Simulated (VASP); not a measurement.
Cu: single point with PBEsol

Crystal: Cu.

```xyz
1
Lattice="0.0000 1.8075 1.8617 1.8075 0.0000 1.8617 1.8075 1.8075 0.0000" Properties=species:S:1:pos:R:3 pbc="T T T"
Cu    0.0000    0.0000    0.0000
```

This cell differs from its parent crystal: zz strain of +3 %.

```yaml
Program: VASP 6.6.1
Task: single point
Functional: PBEsol
Potentials_or_basis: VASP PAW PBE potentials, release 64 (Cu)
Cutoff: 520 eV
k_mesh: 19 × 19 × 19
Occupations: fermi-dirac, width 0.08 eV
Spin: no spin polarisation
```

| Quantity | Value |
| --- | --- |
| Pressure | -9.5 GPa |

Stress tensor (GPa, compression positive):
```
 -9.00   0.00   0.00
  0.00  -9.00   0.00
  0.00   0.00 -10.48
```

Levels at points of the mesh, in eV from the Fermi level:
```tsv
k point	band 3	band 4	band 5	band 6	band 7	band 8	band 9	band 10
(0.00, 0.00, 0.00)	-2.91	-2.91	-2.24	-2.10	22.34	24.67	24.74	24.74
```

It took 26 s on 1 thread of Intel(R) Xeon(R) 6975P-C (Granite Rapids), on a shared host, peak memory 0.19 GiB.

Caveat: the cell differs from its parent crystal (zz strain of +3 %); the PAW data sets were made with another functional, which shifts forces and pressure a little.
